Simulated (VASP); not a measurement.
# ZnSe (ke600) (F-43m) in VASP: relaxation of cell and atoms with LDA

Aim: the relaxation of cell and atoms of ZnSe (ke600) with LDA.

Program: VASP 6.6.1. These are calculated values, not measurements. Logs are shortened: lines on timing, memory, paths and dates and some standing lists are left out, and cuts for length are marked.

**1. The cell of the first run**

The structure is cubic, space group F-43m (No. 216). The conventional cell has a = 5.665 Å, b = 5.665 Å, c = 5.665 Å, α = 90.00°, β = 90.00°, γ = 90.00°. Zn (site symmetry -43m) has 4 Se at 2.45 Å within 3.2 Å. Within 3.2 Å of Se (site symmetry -43m) lie 4 Zn at 2.45 Å.

**2. Relaxation of cell and atoms, LDA**

File INCAR:

```
  PREC = Accurate
  ENCUT = 600
  EDIFF = 1E-6
  ISMEAR = 0
  SIGMA = 0.02
  LREAL = F
  LASPH = T
  NELM = 80
  ALGO = Normal
  ISIF = 3
  LWAVE = F
  LCHARG = F
  GGA = CA
  IBRION = 2
  NSW = 100
  EDIFFG = -0.002
```

File KPOINTS:

```
regular mesh
0
Gamma
  8 8 8
```

File POSCAR:

```
ZnSe
1.0
    0.0000000000      2.8324425400      2.8324425400
    2.8324425400      0.0000000000      2.8324425400
    2.8324425400      2.8324425400      0.0000000000
Zn Se
1 1
Direct
    0.0000000000      0.0000000000      0.0000000000
    0.2500000000      0.2500000000      0.2500000000
```

Potentials or basis: VASP PAW LDA potentials, release 64 (Zn, Se).

Run with:

```console
$ cat potpaw_LDA.64/Zn/POTCAR potpaw_LDA.64/Se/POTCAR > POTCAR
$ mpirun -np 1 vasp_std > vasp.out
```

OUTCAR:

```text
PREC = Accurate
   ENCUT = 600
   EDIFF = 1E-6
   ISMEAR = 0
   LREAL = F
   LASPH = T
   NELM = 80
   ISIF = 3
   GGA = CA
   IBRION = 2
   NSW = 100
   EDIFFG = -0.002

 ion  position               nearest neighbor table
   1  0.000  0.000  0.000-   2 2.45   2 2.45   2 2.45   2 2.45
   2  0.250  0.250  0.250-   1 2.45   1 2.45   1 2.45   1 2.45

  LATTYP: Found a face centered cubic cell.
 ALAT       =     5.6648850800

  Lattice vectors:

 A1 = (   0.0000000000,   2.8324425400,   2.8324425400)
 A2 = (   2.8324425400,   0.0000000000,   2.8324425400)
 A3 = (   2.8324425400,   2.8324425400,   0.0000000000)

Analysis of symmetry for initial positions (statically):
=====================================================================
 Subroutine PRICEL returns:
 Original cell was already a primitive cell.

 Routine SETGRP: Setting up the symmetry group for a
 face centered cubic supercell.

 Subroutine GETGRP returns: Found 24 space group operations
 (whereof 24 operations were pure point group operations)
 out of a pool of 48 trial point group operations.

The static configuration has the point symmetry T_d .

Analysis of symmetry for dynamics (positions and initial velocities):
=====================================================================
 Subroutine PRICEL returns:
 Original cell was already a primitive cell.

 Routine SETGRP: Setting up the symmetry group for a
 face centered cubic supercell.

 Subroutine GETGRP returns: Found 24 space group operations
 (whereof 24 operations were pure point group operations)
 out of a pool of 48 trial point group operations.

The dynamic configuration has the point symmetry T_d .

 Subroutine INISYM returns: Found 24 space group operations
 (whereof 24 operations are pure point group operations),
 and found     1 'primitive' translations

----------------------------------------------------------------------------------------

                                     Primitive cell

  volume of cell :      45.4478

  direct lattice vectors                    reciprocal lattice vectors
     0.000000000  2.832442540  2.832442540    -0.176526088  0.176526088  0.176526088
     2.832442540  0.000000000  2.832442540     0.176526088 -0.176526088  0.176526088
     2.832442540  2.832442540  0.000000000     0.176526088  0.176526088 -0.176526088

  length of vectors
     4.005678655  4.005678655  4.005678655     0.305752153  0.305752153  0.305752153

  position of ions in fractional coordinates (direct lattice)
     0.000000000  0.000000000  0.000000000
     0.250000000  0.250000000  0.250000000

  ion indices of the primitive-cell ions
   primitive index   ion index
                 1           1
                 2           2

----------------------------------------------------------------------------------------

 KPOINTS: regular mesh

Automatic generation of k-mesh.
 Grid dimensions read from file:
 generate k-points for:    8    8    8

 Generating k-lattice:

  Cartesian coordinates                     Fractional coordinates (reciprocal lattice)
    -0.022065761  0.022065761  0.022065761     0.125000000  0.000000000  0.000000000
     0.022065761 -0.022065761  0.022065761     0.000000000  0.125000000  0.000000000
     0.022065761  0.022065761 -0.022065761     0.000000000  0.000000000  0.125000000

  Length of vectors
     0.038219019  0.038219019  0.038219019

  Shift w.r.t. Gamma in fractional coordinates (k-lattice)
     0.000000000  0.000000000  0.000000000

 Subroutine IBZKPT returns following result:
 ===========================================

 Found     29 irreducible k-points:

 Following reciprocal coordinates:
            Coordinates               Weight
  0.000000  0.000000  0.000000      1.000000
  0.125000  0.000000  0.000000      8.000000
  0.250000  0.000000  0.000000      8.000000
  0.375000  0.000000  0.000000      8.000000
  0.500000  0.000000  0.000000      4.000000
  0.125000  0.125000  0.000000      6.000000
[... 16 lines left out ...]
  0.500000  0.250000  0.125000     48.000000
 -0.375000  0.250000  0.125000     24.000000
 [... further k-points ...]
   k-points           NKPTS =     29   k-points in BZ     NKDIM =     29   number of bands    NBANDS=     13
   number of dos      NEDOS =    301   number of ions     NIONS =      2
   total plane-waves  NPLWV =  32768
   dimension x,y,z NGX =    32 NGY =   32 NGZ =   32
   dimension x,y,z NGXF=    64 NGYF=   64 NGZF=   64
   ions per type =               1   1
   NGX,Y,Z   is equivalent  to a cutoff of  13.28, 13.28, 13.28 a.u.
   NGXF,Y,Z  is equivalent  to a cutoff of  26.56, 26.56, 26.56 a.u.
 SYSTEM =  unknown system
   PREC   = accura    normal or accurate (medium, high low for compatibility)
   ISTART =      0    job   : 0-new  1-cont  2-samecut
   ICHARG =      2    charge: 1-file 2-atom 10-const
   ISPIN  =      1    spin polarized calculation?
   LNONCOLLINEAR =      F non collinear calculations
   LSORBIT =      F    spin-orbit coupling
   LASPH  =      T    aspherical Exc in radial PAW
   ENCUT  =  600.0 eV  44.10 Ry    6.64 a.u.   8.00  8.00  8.00*2*pi/ulx,y,z
   NELM   =     80;   NELMIN=  2; NELMDL= -5     # of ELM steps
   EDIFF  = 0.1E-05   stopping-criterion for ELM
   LREAL  =      F    real-space projection
   EDIFFG = -.2E-02   stopping-criterion for IOM
   NSW    =    100    number of steps for IOM
   IBRION =      2    ionic relax: 0-MD 1-quasi-New 2-CG
   NFREE  =      1    steps in history (QN), initial steepest desc. (CG)
   ISIF   =      3    stress and relaxation
   ISYM   =      2    0-nonsym 1-usesym 2-fastsym
   POTIM  = 0.5000    time-step for ionic-motion
   TEBEG  =    0.0;   TEEND  =   0.0 temperature during run
   PSTRESS=    0.0 pullay stress
   NELECT =      18.0000    total number of electrons
   NUPDOWN=      -1.0000    fix difference up-down
   EMIN   =  10.00;   EMAX   =-10.00  energy-range for DOS
   EFERMI =   0.00;   METHOD = LEGACY
   ISMEAR =     0;   SIGMA  =   0.02  broadening in eV -4-tet -1-fermi 0-gaus
   EFERMI_NEDOS =   21; number of points for ismear=-14 and -15
   IALGO  =     38    algorithm
   IMIX   =      4    mixing-type and parameters
     AMIX     =   0.40;   BMIX     =  1.00
     AMIX_MAG =   1.60;   BMIX_MAG =  1.00
  volume/ion in A,a.u.               =      22.72       153.35
  Fermi-wavevector in a.u.,A,eV,Ry     =   1.202249  2.271922 19.665909  1.445404
  Thomas-Fermi vector in A             =   2.338036
   LORBIT       =      0    0 simple, 1 ext, 2 COOP (PROOUT), +10 PAW based schemes
   GGA     = CA    functional components
   LHFCALC =     F    Hartree Fock is set to
   AEXX    =    0.0000 exact exchange contribution
   IVDW    =     0    specifies the selected vdW correction
   LEPSILON=     F    determine dielectric tensor
   LRPA    =     F    only Hartree local field effects (RPA)
 conjugate gradient relaxation of ions
 non-spin polarized calculation
 Gauss-broadening in eV      SIGMA  =   0.02
  energy-cutoff  :      600.00
  volume of cell :       45.45
 maximum number of plane-waves:      1540
   NGX = 17   NGY = 17   NGZ = 17

--------------------------------------- Ionic step        1  -------------------------------------------

 number of electron      17.9999992 magnetization

 Free energy of the ion-electron system (eV)
  ---------------------------------------------------
  ext. energy  EPLUGINS =         0.00000000
  ---------------------------------------------------
  free energy    TOTEN  =        -7.35154318 eV

  energy without entropy =       -7.35154318  energy(sigma->0) =       -7.35154318

------------------------ aborting loop because EDIFF is reached ----------------------------------------

  FORCE on cell =-STRESS in cart. coord.  units (eV):
  Direction    XX          YY          ZZ          XY          YZ          ZX
  --------------------------------------------------------------------------------------
  -------------------------------------------------------------------------------------
  Total       -0.8646651     -0.8646651     -0.8646651     -0.0000000      0.0000000      0.0000000
  in kB      -30.4821201    -30.4821201    -30.4821201     -0.0000000      0.0000000      0.0000000
  external PRESSURE =     -30.4821201 kB  Pullay stress =       0.0000000 kB
[... 89 lines left out ...]
  FREE ENERGIE OF THE ION-ELECTRON SYSTEM (eV)
  ---------------------------------------------------
  free  energy   TOTEN  =        -7.3723176531 eV

  energy  without entropy=       -7.3723176531  energy(sigma->0) =       -7.37231765

[... ionic steps 4 to 9 ...]

--------------------------------------- Ionic step       10  -------------------------------------------

 number of electron      17.9999991 magnetization

------------------------ aborting loop because EDIFF is reached ----------------------------------------
[... 67 lines left out ...]
--------------------------------------- Ionic step       12  -------------------------------------------

 number of electron      17.9999991 magnetization

 Free energy of the ion-electron system (eV)
  ---------------------------------------------------
  ext. energy  EPLUGINS =         0.00000000
  ---------------------------------------------------
  free energy    TOTEN  =        -7.37231744 eV

  energy without entropy =       -7.37231744  energy(sigma->0) =       -7.37231744

 E-fermi :   2.0591     XC(G=0):  -9.9167

 val. band max:        1.9478133811   @ k =   0.0000   0.0000   0.0000
 cond. band min:       3.2177059498   @ k =   0.0000   0.0000   0.0000
 fundamental gap:      1.2698925688
 Fermi energy:         2.0591356316

 k-point     1 :       0.0000    0.0000    0.0000
  band No.  band energies     occupation
      1     -11.6661      2.00000
      2      -4.9188      2.00000
      3      -4.9188      2.00000
      4      -4.9188      2.00000
      5      -4.5148      2.00000
      6      -4.5148      2.00000
      7       1.9478      2.00000
      8       1.9478      2.00000
      9       1.9478      2.00000
     10       3.2177      0.00000
     11       7.6328      0.00000
     12       7.6328      0.00000
     13       7.6328      0.00000
[... 354 lines left out ...]
  band No.  band energies     occupation
      1     -10.6383      2.00000
      2      -4.8105      2.00000
      3      -4.7662      2.00000
      4      -4.5549      2.00000
      5      -4.5077      2.00000
      6      -4.2781      2.00000
      7      -3.2889      2.00000
      8      -0.6767      2.00000
      9       0.3397      2.00000
     10       6.1880      0.00000
     11       7.3121      0.00000
     12       9.3755      0.00000
     13      10.6326      0.00000

 [... further k-points ...]

------------------------ aborting loop because EDIFF is reached ----------------------------------------

  FORCE on cell =-STRESS in cart. coord.  units (eV):
  Direction    XX          YY          ZZ          XY          YZ          ZX
  --------------------------------------------------------------------------------------
  -------------------------------------------------------------------------------------
  Total        0.0007079      0.0007079      0.0007079      0.0000000      0.0000000      0.0000000
  in kB        0.0261629      0.0261629      0.0261629      0.0000000      0.0000000      0.0000000
  external PRESSURE =       0.0261629 kB  Pullay stress =       0.0000000 kB
[... 17 lines left out ...]
  FREE ENERGIE OF THE ION-ELECTRON SYSTEM (eV)
  ---------------------------------------------------
  free  energy   TOTEN  =        -7.3723174357 eV

  energy  without entropy=       -7.3723174357  energy(sigma->0) =       -7.37231744

 reached required accuracy - stopping structural energy minimisation
```

It took 2 min on 1 thread of AMD EPYC 7R43 (Zen 3), shared host; peak memory 0.13 GiB.

What came out:

| Property | Result |
| --- | --- |
| Free energy | -7.3723 eV |
| Relaxed volume | 21.67 Å³/atom |
| Relaxed cell | a = 3.943 Å, b = 3.943 Å, c = 3.943 Å, α = 60.00°, β = 60.00°, γ = 60.00° |
| Space group after relaxing (to 0.05 Å) | F-43m (No. 216) |
| Energy gained by relaxing | 10.4 meV/atom |
| Ionic steps | 12 |
| Pressure after relaxing | 0.0 GPa |
| Band gap on the k mesh | 1.27 eV, direct |

The path:
```tsv
step	energy change (eV)	largest force (eV/Å)	pressure (GPa)	volume (Å³)
1	0.0000	0.0000	-3.05	45.45
2	-0.0183	0.0000	1.16	42.66
3	-0.0208	0.0000	-0.16	43.35
4	-0.0207	0.0000	0.11	43.26
5	-0.0208	0.0000	0.02	43.35
6	-0.0208	0.0000	-0.06	43.37
7	-0.0208	0.0000	0.02	43.36
8	-0.0208	0.0000	-0.03	43.36
9	-0.0208	0.0000	-0.02	43.36
10	-0.0208	0.0000	0.03	43.34
11	-0.0208	0.0000	-0.03	43.35
12	-0.0208	0.0000	0.00	43.35
```

Final structure:
```
Zn Se
1.0
     0.00000    2.78814    2.78814
     2.78814    0.00000    2.78814
     2.78814    2.78814    0.00000
Zn Se
1 1
Cartesian
  0.0000 0.0000 0.0000
  1.3941 1.3941 1.3941
```
